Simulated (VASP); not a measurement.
Write the native input for VASP 6.6.1 that does the following.

```yaml
Task: single point
Functional: PBEsol
Potentials_or_basis: VASP PAW PBE potentials, release 64 (P)
Cutoff: 500 eV
k_mesh: 6 × 6 × 6
Occupations: fermi-dirac, width 0.05 eV
Spin: no spin polarisation
Dipole_correction: no
Further_INCAR_settings: ALGO = Normal; EDIFF = 1e-06; NBANDS = 12
```

The structure of P lies in POSCAR:

```
P
1.0
   -1.6915100400      2.5151650400      1.8589441400
    1.6915100400     -2.5151650400      1.8589441400
    1.6915100400      2.5151650400     -1.8589441400
P
2
Direct
    0.8033091100      0.0533091100      0.7500000000
    0.1966908900      0.9466908900      0.2500000000
```

These files were run (other wordings do the same):

INCAR

```
SYSTEM = P
PREC = Accurate
ENCUT = 500
EDIFF = 1E-6
ISMEAR = -1
SIGMA = 0.05
LREAL = .False.
LASPH = .True.
NELM = 120
ALGO = Normal
ISIF = 2
LWAVE = .False.
LCHARG = .False.
GGA = PS
NBANDS = 12
GGA_COMPAT = .False.
```

KPOINTS

```
regular mesh
0
Gamma
  6 6 6
  0 0 0
```

Potentials or basis: VASP PAW PBE potentials, release 64 (P).

Launch:

```console
$ cat potpaw_PBE.64/P/POTCAR > POTCAR
$ mpirun -np 1 vasp_std > vasp.out
```

Results of the run:

- Pressure: -0.5 GPa
- Largest force: 0.259 eV/Å
- Band gap on the k mesh: zero (band 5 reaches 9.59 eV, above the bottom of band 6 at 8.81 eV)

Caveat: the k points lie up to 0.42 Å⁻¹ apart; the PAW data sets were made with another functional, which shifts forces and pressure a little.

It took 24 s on 1 thread of Intel Xeon 8259CL (shared host), peak memory 0.15 GiB.
